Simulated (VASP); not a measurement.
Wanted: the native input for a VASP 6.6.1 run.

* Task: single point
* Functional: PBE
* Potentials or basis: VASP PAW PBE potentials, release 64 (Rh_pv)
* Cutoff: 520 eV
* k mesh: 18 × 18 × 18
* Occupations: gaussian, width 0.1 eV
* Spin: no spin polarisation
* Dipole correction: no
* Further INCAR settings: ALGO = Fast; EDIFF = 1e-07; NBANDS = 14

The structure of Rh lies in POSCAR:

```
Rh
1.0
    0.0000000000      1.8508736925      1.8508736925
    1.8508736925      0.0000000000      1.8508736925
    1.8508736925      1.8508736925      0.0000000000
Rh
1
Direct
    0.0000000000      0.0000000000      0.0000000000
```

This cell differs from its parent crystal: strained.

One way to write it, as run:

INCAR

```
PREC = Accurate
ENCUT = 520
EDIFF = 1E-7
ISMEAR = 0
SIGMA = 0.1
LREAL = F
LASPH = T
NELM = 60
ALGO = Fast
ISIF = 2
LWAVE = F
LCHARG = F
GGA = PE
NBANDS = 14
```

KPOINTS

```
Automatic mesh
0
Gamma
  18 18 18
```

Potentials or basis: VASP PAW PBE potentials, release 64 (Rh_pv).

The run is started by

```sh
$ cat potpaw_PBE.64/Rh_pv/POTCAR > POTCAR
$ mpirun -np 1 vasp_std > vasp.out
```

It gave:

```
Pressure : 34.3 GPa
```

Caveat: the cell differs from its parent crystal (strained).

Run time: 26 s on 1 thread of Intel(R) Xeon(R) Platinum 8259CL CPU @ 2.50GHz (Skylake/Cascade Lake), with other jobs on the host, peak memory 0.15 GiB.
